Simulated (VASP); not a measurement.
Input of a VASP 6.6.1 run:

Contents of INCAR:

```
PREC = Accurate ; ENCUT = 520
EDIFF = 1E-6 ; ISMEAR = 0
SIGMA = 0.15 ; LREAL = False
LASPH = True ; NELM = 100
ALGO = Fast ; ISIF = 2
LWAVE = False ; LCHARG = False
GGA = PE ; NBANDS = 18
```

The input KPOINTS:

```
Automatic mesh
0
Gamma
  16 16 16
```

Contents of POSCAR:

```
Yb
1.0
    0.0000000000      2.5452045426      2.9702537012
    2.5452045426      0.0000000000      2.9702537012
    2.5452045426      2.5452045426      0.0000000000
Yb
1
Direct
    0.0000000000      0.0000000000      0.0000000000
```

Potentials or basis: VASP PAW PBE potentials, release 64 (Yb).

Run with:

```console
$ cat potpaw_PBE.64/Yb/POTCAR > POTCAR
$ mpirun -np 1 vasp_std > vasp.out
```

Question: Predict the pressure.

Answer: -1.2 GPa.

Question: Predict the band gap on the k mesh.

Answer: Zero (bands 12 and 13 overlap by 0.12 eV).

Stress tensor (GPa, compression positive):
```
-0.35  0.00  0.00
 0.00 -0.35  0.00
 0.00  0.00 -3.03
```

Caveat: spin-orbit coupling is left out, which moves the levels of the heavy elements. Spin polarisation is off, so any magnetic state and its effect on volume and gap are missing.
